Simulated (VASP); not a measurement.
Runs of VASP 6.6.1 on Pd. The structure is that of space group P6/mmm (No. 191), or close to it. The cells are those of the table. This isn't the form of Pd at room conditions, which is fcc.

```tsv
task	spin	cell	k mesh	cutoff (eV)	smearing	gap on the mesh (eV)	pressure (GPa)	moment (μB)
single point	collinear	a = 4.500, b = 4.500, c = 2.670 Å, angles 90.0, 90.0, 120.0°, 3 atoms	9 × 9 × 14	520	fermi-dirac 0.05 eV	none	-13.2	0.01
single point	off	a = 4.442, b = 4.442, c = 2.642 Å, angles 90.0, 90.0, 120.0°, 3 atoms	9 × 9 × 14	520	fermi-dirac 0.1 eV	none	-7.3	-
single point	off	a = 4.384, b = 4.384, c = 2.608 Å, angles 90.0, 90.0, 120.0°, 3 atoms	8 × 8 × 12	520	fermi-dirac 0.1 eV	none	0.1	-
relaxation of cell and atoms	off	relaxed from a = 4.365, b = 4.365, c = 2.676 Å, angles 90.0, 90.0, 120.0°, 3 atoms	8 × 8 × 12	600	fermi-dirac 0.1 eV	none	0.0	-
single point	off	a = 4.325, b = 4.325, c = 2.573 Å, angles 90.0, 90.0, 120.0°, 3 atoms	9 × 9 × 14	520	fermi-dirac 0.1 eV	none	(a)	-
single point	off	a = 4.553, b = 4.553, c = 2.708 Å, angles 90.0, 90.0, 120.0°, 3 atoms	9 × 9 × 14	520	fermi-dirac 0.1 eV	none	-17.7	-
single point	collinear	a = 4.555, b = 4.555, c = 2.703 Å, angles 90.0, 90.0, 120.0°, 3 atoms	9 × 9 × 14	520	fermi-dirac 0.05 eV	none	-17.7	0.00
single point	off	a = 4.384, b = 4.384, c = 2.608 Å, angles 90.0, 90.0, 120.0°, 3 atoms	11 × 11 × 16	520	fermi-dirac 0.1 eV	none	0.3	-
single point	off	a = 4.384, b = 4.384, c = 2.608 Å, angles 90.0, 90.0, 120.0°, 3 atoms	9 × 9 × 14	520	fermi-dirac 0.1 eV	none	0.3	-
single point	off	a = 4.201, b = 4.201, c = 2.499 Å, angles 90.0, 90.0, 120.0°, 3 atoms	9 × 9 × 14	520	fermi-dirac 0.1 eV	none	39.0	-
single point	off	a = 4.264, b = 4.264, c = 2.536 Å, angles 90.0, 90.0, 120.0°, 3 atoms	9 × 9 × 14	520	fermi-dirac 0.1 eV	none	(b)	-
single point	off	a = 4.498, b = 4.498, c = 2.676 Å, angles 90.0, 90.0, 120.0°, 3 atoms	9 × 9 × 14	520	fermi-dirac 0.1 eV	none	-13.2	-
```

Alike in all rows: level LDA; potentials or basis VASP PAW LDA potentials, release 64 (Pd).

Question: Estimate the missing entries.

Answer: (a) 10.1; (b) 22.7.

Caveats: the cell stands under tension (at least some runs); the cell stands under pressure (at least some runs).

A k mesh can miss the band edges, and the runs leave out spin-orbit coupling on Pd.

A gap of «none» marks levels without a gap at the run's occupations.
